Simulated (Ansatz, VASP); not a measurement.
**Two plane-wave programs on Sr**

```
CELL_PARAMETERS angstrom
0.00000 2.90289 2.90289
2.90289 0.00000 2.90289
2.90289 2.90289 0.00000
ATOMIC_POSITIONS crystal
Sr 0.00000 0.00000 0.00000
```

Alike in both runs: task single point; functional LDA; k mesh 9 × 9 × 9; occupations methfessel-paxton of order 1, width 0.2 eV; no spin polarisation.

```csv
,VASP,Ansatz
version,VASP 6.6.1,Ansatz 0.2.0
potentials or method,"VASP PAW LDA potentials, release 64 (Sr_sv), cutoff 500 eV","plane waves (420 eV) with PAW, scalar-relativistic"
valence electrons in the cell,10,10
```

|  | VASP | Ansatz | Ansatz less VASP |
| --- | --- | --- | --- |
| pressure (GPa) | -0.1 | -0.1 | 0.00 |

Ansatz warns that its potentials were made for another functional, while VASP's fit it. LDA's correlation is that of Perdew and Zunger in VASP and of Perdew and Wang (1992) in Ansatz.
